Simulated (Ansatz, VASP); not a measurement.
**Two plane-wave programs on F**

```
F
1.0
     2.97836   -1.79619   -0.22972
     2.97836    1.79619   -0.22972
    -2.21423    0.00000    7.18277
F
4
Direct
  0.08485 0.08485 0.09400
  0.91515 0.91515 0.90600
  0.50157 0.50157 0.59372
  0.49843 0.49843 0.40628
```

Change from the starting cell: volume 18.756 Å^3 an atom, stretch along a over the lengths across it, relative to the relaxed cell 0.9530.

Alike in both runs: task single point; functional PBEsol; k mesh 4 × 4 × 2; occupations gaussian, width 0.05 eV; no spin polarisation.

```csv
,VASP,Ansatz
version,VASP 6.6.1,Ansatz 0.2.0
potentials or method,"VASP PAW PBE potentials, release 64 (F_h), cutoff 1350 eV","scalar-relativistic, plane waves, PAW"
valence electrons in the cell,28,28
```

```csv
,VASP,Ansatz,Ansatz less VASP
gap on the k mesh at the Fermi level (eV),3.03,3.03,+0.003
least direct gap on the mesh (eV),3.11,3.11,+0.002
pressure (GPa),-0.6,-0.2,+0.44
"traceless stress, the component that is largest in VASP (GPa)",-0.20,-0.31,-0.112
rms of the force components (eV/Å),0.039,0.048,+0.0094
```

VASP's potentials were made for PBE, not for PBEsol. Atom by atom the forces differ by 0.009 eV/Å (rms over components).

The k mesh is coarse, so the values compare programs but aren't converged.
